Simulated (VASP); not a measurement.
Crystal: Al2Rh.

```xyz
6
Lattice="4.4761 0.0000 0.0000 -2.2380 3.8764 0.0000 0.0000 0.0000 5.6193" Properties=species:S:1:pos:R:3 pbc="T T T"
Al    0.0000    2.5843    4.2145
Al    2.2380    1.2921    1.4048
Al    0.0000    0.0000    0.0000
Al    0.0000    0.0000    2.8096
Rh    0.0000    2.5843    1.4048
Rh    2.2380    1.2921    4.2145
```

```yaml
Program: VASP 6.6.1
Task: relaxation of cell and atoms
Functional: PBE
Potentials_or_basis: VASP PAW PBE potentials, release 64 (Al, Rh_pv)
Cutoff: 600 eV
k_mesh: 6 × 6 × 4
Occupations: gaussian, width 0.1 eV
Spin: no spin polarisation
```

At the start: pressure -13.3 GPa; volume 16.25 Å³/atom.

Task: How do energy, volume and symmetry change on relaxing?

Result: Over 6 steps the energy falls by 81.3 meV/atom and the volume is 14.47 Å³/atom (-11.0 %); space group P6_3/mmc (No. 194, to 0.05 Å).

The path:
```
step  energy change (eV)  largest force (eV/Å)  pressure (GPa)  volume (Å³)
   1              0.0000                0.0000          -13.26        97.50
   2             -0.1359                0.0000           16.11        79.73
   3             -0.4791                0.0000           -0.18        87.19
   4             -0.4792                0.0000            0.13        86.99
   5             -0.4865                0.0000            0.20        86.86
   6             -0.4876                0.0000            0.22        86.79
```

Final structure:
```
Al Rh
1.0
     4.32843    0.00000    0.00000
    -2.16422    3.74853    0.00000
     0.00000    0.00000    5.34910
Al Rh
4 2
Direct
  0.33333 0.66667 0.75000
  0.66667 0.33333 0.25000
  0.00000 0.00000 0.00000
  0.00000 0.00000 0.50000
  0.33333 0.66667 0.25000
  0.66667 0.33333 0.75000
```
